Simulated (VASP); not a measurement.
# Na (Im-3m) in VASP: notebook

The runs below take Na through single point, relaxation of volume and atoms at fixed shape, with PBE.

Everything below comes from runs of VASP 6.6.1. Logs are shortened: lines on timing, memory, paths and dates and some standing lists are left out, and cuts for length are marked.

## 1. The cell of the first run

Symmetry: Im-3m, No. 229, cubic system. Conventional cell: a = 4.200 Å, b = 4.200 Å, c = 4.200 Å, α = 90.00°, β = 90.00°, γ = 90.00°. Within 4.8 Å of Na (site symmetry m-3m) lie 14 Na at 3.64 to 4.20 Å.

## 2. Single point, PBE

File INCAR:

```
ALGO = Normal
EDIFF = 1E-6
ENCUT = 500
GGA = PE
GGA_COMPAT = F
ISIF = 2
ISMEAR = -1
LASPH = T
LCHARG = F
LREAL = F
LWAVE = F
NBANDS = 10
NELM = 120
PREC = Accurate
SIGMA = 0.1
```

File KPOINTS:

```
k-points
0
Gamma
  8 8 8
```

File POSCAR:

```
Na
1.0
   -2.1001456438      2.1001456438      2.1001456438
    2.1001456438     -2.1001456438      2.1001456438
    2.1001456438      2.1001456438     -2.1001456438
Na
1
Direct
    0.0000000000      0.0000000000      0.0000000000
```

Potentials or basis: VASP PAW PBE potentials, release 64 (Na_pv).

On the command line:

```console
> cat potpaw_PBE.64/Na_pv/POTCAR > POTCAR
> mpirun -np 1 vasp_std > vasp.out
```

OUTCAR:

```text
EDIFF = 1E-6
   ENCUT = 500
   GGA = PE
   ISIF = 2
   ISMEAR = -1
   LASPH = T
   LREAL = F
   NELM = 120
   PREC = Accurate

 ion  position               nearest neighbor table
   1  0.000  0.000  0.000-

  LATTYP: Found a body centered cubic cell.
 ALAT       =     4.2002912876

  Lattice vectors:

 A1 = (  -2.1001456438,   2.1001456438,   2.1001456438)
 A2 = (   2.1001456438,  -2.1001456438,   2.1001456438)
 A3 = (   2.1001456438,   2.1001456438,  -2.1001456438)

Analysis of symmetry for initial positions (statically):
=====================================================================
 Subroutine PRICEL returns:
 Original cell was already a primitive cell.

 Routine SETGRP: Setting up the symmetry group for a
 body centered cubic supercell.

 Subroutine GETGRP returns: Found 48 space group operations
 (whereof 48 operations were pure point group operations)
 out of a pool of 48 trial point group operations.

The static configuration has the point symmetry O_h .

Analysis of symmetry for dynamics (positions and initial velocities):
=====================================================================
 Subroutine PRICEL returns:
 Original cell was already a primitive cell.

 Routine SETGRP: Setting up the symmetry group for a
 body centered cubic supercell.

 Subroutine GETGRP returns: Found 48 space group operations
 (whereof 48 operations were pure point group operations)
 out of a pool of 48 trial point group operations.

The dynamic configuration has the point symmetry O_h .

 Subroutine INISYM returns: Found 48 space group operations
 (whereof 48 operations are pure point group operations),
 and found     1 'primitive' translations

----------------------------------------------------------------------------------------

                                     Primitive cell

  volume of cell :      37.0517

  direct lattice vectors                    reciprocal lattice vectors
    -2.100145644  2.100145644  2.100145644     0.000000000  0.238078726  0.238078726
     2.100145644 -2.100145644  2.100145644     0.238078726  0.000000000  0.238078726
     2.100145644  2.100145644 -2.100145644     0.238078726  0.238078726  0.000000000

  length of vectors
     3.637558958  3.637558958  3.637558958     0.336694164  0.336694164  0.336694164

  position of ions in fractional coordinates (direct lattice)
     0.000000000  0.000000000  0.000000000

  ion indices of the primitive-cell ions
   primitive index   ion index
                 1           1

----------------------------------------------------------------------------------------

 KPOINTS: k-points

Automatic generation of k-mesh.
 Grid dimensions read from file:
 generate k-points for:    8    8    8

 Generating k-lattice:

  Cartesian coordinates                     Fractional coordinates (reciprocal lattice)
     0.000000000  0.029759841  0.029759841     0.125000000  0.000000000  0.000000000
     0.029759841  0.000000000  0.029759841     0.000000000  0.125000000  0.000000000
     0.029759841  0.029759841  0.000000000     0.000000000  0.000000000  0.125000000

  Length of vectors
     0.042086770  0.042086770  0.042086770

  Shift w.r.t. Gamma in fractional coordinates (k-lattice)
     0.000000000  0.000000000  0.000000000

 Subroutine IBZKPT returns following result:
 ===========================================

 Found     29 irreducible k-points:

 Following reciprocal coordinates:
            Coordinates               Weight
  0.000000  0.000000  0.000000      1.000000
  0.125000  0.000000  0.000000     12.000000
  0.250000  0.000000  0.000000     12.000000
  0.375000  0.000000  0.000000     12.000000
  0.500000  0.000000  0.000000      6.000000
  0.125000  0.125000  0.000000     24.000000
[... 16 lines left out ...]
 -0.250000  0.250000  0.250000      6.000000
 -0.375000  0.375000  0.250000     24.000000
 [... further k-points ...]
   k-points           NKPTS =     29   k-points in BZ     NKDIM =     29   number of bands    NBANDS=     10
   number of dos      NEDOS =    301   number of ions     NIONS =      1
   total plane-waves  NPLWV =  21952
   dimension x,y,z NGX =    28 NGY =   28 NGZ =   28
   dimension x,y,z NGXF=    56 NGYF=   56 NGZF=   56
   ions per type =               1
   NGX,Y,Z   is equivalent  to a cutoff of  12.80, 12.80, 12.80 a.u.
   NGXF,Y,Z  is equivalent  to a cutoff of  25.59, 25.59, 25.59 a.u.
 SYSTEM =  unknown system
   PREC   = accura    normal or accurate (medium, high low for compatibility)
   ISTART =      0    job   : 0-new  1-cont  2-samecut
   ICHARG =      2    charge: 1-file 2-atom 10-const
   ISPIN  =      1    spin polarized calculation?
   LNONCOLLINEAR =      F non collinear calculations
   LSORBIT =      F    spin-orbit coupling
   LASPH  =      T    aspherical Exc in radial PAW
   ENCUT  =  500.0 eV  36.75 Ry    6.06 a.u.   6.63  6.63  6.63*2*pi/ulx,y,z
   NELM   =    120;   NELMIN=  2; NELMDL= -5     # of ELM steps
   EDIFF  = 0.1E-05   stopping-criterion for ELM
   LREAL  =      F    real-space projection
   EDIFFG = 0.1E-04   stopping-criterion for IOM
   NSW    =      0    number of steps for IOM
   IBRION =     -1    ionic relax: 0-MD 1-quasi-New 2-CG
   NFREE  =      0    steps in history (QN), initial steepest desc. (CG)
   ISIF   =      2    stress and relaxation
   ISYM   =      2    0-nonsym 1-usesym 2-fastsym
   POTIM  = 0.5000    time-step for ionic-motion
   TEBEG  =    0.0;   TEEND  =   0.0 temperature during run
   PSTRESS=    0.0 pullay stress
   NELECT =       7.0000    total number of electrons
   NUPDOWN=      -1.0000    fix difference up-down
   EMIN   =  10.00;   EMAX   =-10.00  energy-range for DOS
   EFERMI =   0.00;   METHOD = LEGACY
   ISMEAR =    -1;   SIGMA  =   0.10  broadening in eV -4-tet -1-fermi 0-gaus
   EFERMI_NEDOS =   21; number of points for ismear=-14 and -15
   IALGO  =     38    algorithm
   IMIX   =      4    mixing-type and parameters
     AMIX     =   0.40;   BMIX     =  1.00
     AMIX_MAG =   1.60;   BMIX_MAG =  1.00
  volume/ion in A,a.u.               =      37.05       250.04
  Fermi-wavevector in a.u.,A,eV,Ry     =   0.939373  1.775158 12.006077  0.882422
  Thomas-Fermi vector in A             =   2.066679
   LORBIT       =      0    0 simple, 1 ext, 2 COOP (PROOUT), +10 PAW based schemes
   GGA     = PE    functional components
   LHFCALC =     F    Hartree Fock is set to
   AEXX    =    0.0000 exact exchange contribution
   IVDW    =     0    specifies the selected vdW correction
   LEPSILON=     F    determine dielectric tensor
   LRPA    =     F    only Hartree local field effects (RPA)
 non-spin polarized calculation
  energy-cutoff  :      500.00
  volume of cell :       37.05
 maximum number of plane-waves:       962
 NGX is ok and might be reduce to    28
   NGX = 13   NGY = 13   NGZ = 13

 number of electron       7.0000005 magnetization

 Free energy of the ion-electron system (eV)
  ---------------------------------------------------
  ext. energy  EPLUGINS =         0.00000000
  ---------------------------------------------------
  free energy    TOTEN  =        -1.31236575 eV

  energy without entropy =       -1.29204990  energy(sigma->0) =       -1.30220782

 E-fermi :   0.3669     XC(G=0):  -6.5039

 val. band max:        0.2570507591   @ k =   0.2500   0.2500   0.0000
 cond. band min:       0.5108584998   @ k =   0.3750   0.1250   0.0000
 fundamental gap:      0.2538077407
 Fermi energy:         0.3669299496

 k-point     1 :       0.0000    0.0000    0.0000
  band No.  band energies     occupation
      1     -24.5709      2.00000
      2     -24.5709      2.00000
      3     -24.5709      2.00000
      4      -2.9490      2.00000
      5      12.0658      0.00000
      6      12.0658      0.00000
      7      12.0658      0.00000
      8      13.0669      0.00000
      9      13.0669      0.00000
     10      13.6236      0.00000

 k-point     2 :       0.1250    0.0000    0.0000
  band No.  band energies     occupation
      1     -24.5761      2.00000
      2     -24.5726      2.00000
      3     -24.5709      2.00000
      4      -2.6739      2.00000
      5       9.4686      0.00000
      6      10.8438      0.00000
      7      11.2557      0.00000
      8      11.7039      0.00000
      9      12.3354      0.00000
     10      13.9952      0.00000

 k-point     3 :       0.2500    0.0000    0.0000
  band No.  band energies     occupation
      1     -24.5888      2.00000
      2     -24.5769      2.00000
      3     -24.5708      2.00000
      4      -1.8574      2.00000
      5       6.3470      0.00000
      6       9.5787      0.00000
      7      10.2938      0.00000
      8      10.5314      0.00000
      9      11.5923      0.00000
     10      14.6523      0.00000

 k-point     4 :       0.3750    0.0000    0.0000
  band No.  band energies     occupation
      1     -24.6013      2.00000
      2     -24.5812      2.00000
      3     -24.5708      2.00000
      4      -0.5248      1.99973
      5       3.6241      0.00000
      6       8.7998      0.00000
      7       9.6919      0.00000
      8       9.8278      0.00000
      9      10.9321      0.00000
     10      15.6599      0.00000

 k-point     5 :       0.5000    0.0000    0.0000
  band No.  band energies     occupation
      1     -24.6065      2.00000
      2     -24.5830      2.00000
      3     -24.5708      2.00000
      4       1.0880      0.00148
      5       1.5487      0.00001
      6       8.5386      0.00000
      7       9.4902      0.00000
      8       9.5939      0.00000
      9      10.6860      0.00000
     10      16.4974      0.00000

 k-point     6 :       0.1250    0.1250    0.0000
  band No.  band energies     occupation
      1     -24.5848      2.00000
      2     -24.5746      2.00000
      3     -24.5721      2.00000
      4      -2.1282      2.00000
      5       7.7643      0.00000
      6       8.3608      0.00000
      7      10.2689      0.00000
      8      11.7754      0.00000
      9      12.6119      0.00000
     10      14.3253      0.00000

 k-point     7 :       0.2500    0.1250   -0.0000
  band No.  band energies     occupation
      1     -24.5960      2.00000
      2     -24.5797      2.00000
      3     -24.5726      2.00000
      4      -1.0536      2.00000
      5       5.0867      0.00000
      6       7.1581      0.00000
      7       9.3654      0.00000
      8      11.1905      0.00000
      9      12.9648      0.00000
     10      13.9002      0.00000

 k-point     8 :       0.3750    0.1250    0.0000
  band No.  band energies     occupation
      1     -24.6036      2.00000
      2     -24.5839      2.00000
      3     -24.5727      2.00000
      4       0.5109      0.38331
      5       2.6196      0.00000
      6       6.6440      0.00000
      7       8.8946      0.00000
      8      10.7478      0.00000
      9      12.8622      0.00000
     10      14.8206      0.00000

 k-point     9 :       0.2500    0.2500    0.0000
  band No.  band energies     occupation
      1     -24.5999      2.00000
      2     -24.5857      2.00000
      3     -24.5745      2.00000
      4       0.2571      1.50007
      5       4.0344      0.00000
      6       4.8025      0.00000
      7       8.6378      0.00000
      8      12.0589      0.00000
      9      12.9637      0.00000
     10      15.7367      0.00000
[... 118 lines left out ...]
 k-point    19 :       0.5000    0.5000    0.1250
  band No.  band energies     occupation
      1     -24.6050      2.00000
      2     -24.5850      2.00000
      3     -24.5746      2.00000
      4       1.3319      0.00013
      5       1.8160      0.00000
      6       7.2961      0.00000
      7       8.2072      0.00000
      8      11.2270      0.00000
      9      12.3299      0.00000
     10      13.3224      0.00000

 k-point    20 :      -0.3750    0.5000    0.1250
  band No.  band energies     occupation
      1     -24.6014      2.00000
      2     -24.5889      2.00000
      3     -24.5775      2.00000
      4       1.0217      0.00286
      5       3.1030      0.00000
      6       5.2558      0.00000
      7       9.2136      0.00000
      8      11.1345      0.00000
      9      11.4396      0.00000
     10      13.4961      0.00000

 k-point    21 :      -0.3750   -0.3750    0.1250
  band No.  band energies     occupation
      1     -24.5968      2.00000
      2     -24.5968      2.00000
      3     -24.5780      2.00000
      4       2.5559      0.00000
      5       2.5560      0.00000
      6       3.5591      0.00000
      7      10.5602      0.00000
      8      10.5603      0.00000
      9      10.9748      0.00000
     10      12.4068      0.00000

 k-point    22 :       0.2500    0.2500    0.2500
  band No.  band energies     occupation
      1     -24.5881      2.00000
      2     -24.5881      2.00000
      3     -24.5881      2.00000
      4       3.0452      0.00000
      5       3.0452      0.00000
      6       3.0452      0.00000
      7       4.6965      0.00000
      8      17.6873      0.00000
      9      17.6873      0.00000
     10      18.5693      0.00000

 k-point    23 :      -0.2500    0.2500    0.2500
  band No.  band energies     occupation
      1     -24.5892      2.00000
      2     -24.5834      2.00000
      3     -24.5834      2.00000
      4      -0.7882      1.99998
      5       6.9739      0.00000
      6       7.0840      0.00000
      7       7.0841      0.00000
      8       8.9898      0.00000
      9      14.1676      0.00000
     10      15.0089      0.00000

 k-point    24 :      -0.3750    0.3750    0.2500
  band No.  band energies     occupation
      1     -24.5974      2.00000
      2     -24.5879      2.00000
      3     -24.5842      2.00000
      4       0.5175      0.36324
      5       4.5673      0.00000
      6       6.3835      0.00000
      7       7.0200      0.00000
      8       9.1006      0.00000
      9      12.9082      0.00000
     10      14.0479      0.00000

 [... further k-points ...]
[... 5 lines left out ...]
  --------------------------------------------------------------------------------------
  -------------------------------------------------------------------------------------
  Total       -0.0049974     -0.0049974     -0.0049974     -0.0000000      0.0000000      0.0000000
  in kB       -0.2160980     -0.2160980     -0.2160980     -0.0000000      0.0000000      0.0000000
  external PRESSURE =      -0.2160980 kB  Pullay stress =       0.0000000 kB

 VOLUME and BASIS-vectors are now :
 -----------------------------------------------------------------------------
  energy-cutoff  :      500.00
  volume of cell :       37.05
      direct lattice vectors                 reciprocal lattice vectors
    -2.100145644  2.100145644  2.100145644     0.000000000  0.238078726  0.238078726
     2.100145644 -2.100145644  2.100145644     0.238078726  0.000000000  0.238078726
     2.100145644  2.100145644 -2.100145644     0.238078726  0.238078726  0.000000000

 POSITION                                       TOTAL-FORCE (eV/Angst)
 -----------------------------------------------------------------------------------
      0.00000      0.00000      0.00000         0.000000     -0.000000      0.000000
 -----------------------------------------------------------------------------------
    total drift:                               -0.000000     -0.000000     -0.000000

  FREE ENERGIE OF THE ION-ELECTRON SYSTEM (eV)
  ---------------------------------------------------
  free  energy   TOTEN  =        -1.3123657494 eV

  energy  without entropy=       -1.2920498968  energy(sigma->0) =       -1.30220782
```

Wall time 7.5 s (1 thread of Intel Xeon Platinum 8259CL at 2.50GHz (Skylake/Cascade Lake), shared host); peak memory 0.15 GiB.

What came out:

```
Free energy            : -1.3124 eV
Pressure               : 0.0 GPa
Band gap on the k mesh : zero (an odd number of electrons rules out a gap without spin polarisation)
```

Levels at points of the mesh, in eV from the Fermi level:
```
           k point  band 1  band 2  band 3  band 4  band 5  band 6  band 7
(0.00, 0.00, 0.00)  -24.94  -24.94  -24.94   -3.32   11.70   11.70   11.70
(0.50, 0.00, 0.00)  -24.97  -24.95  -24.94    0.72    1.18    8.17    9.12
(0.50, 0.50, 0.50)  -24.96  -24.96  -24.96    4.48    4.48    4.86    4.86
```

(Part 1 of 2 ends here.)

The gap in the log of VASP goes by the Fermi energy; the results here count the filled bands.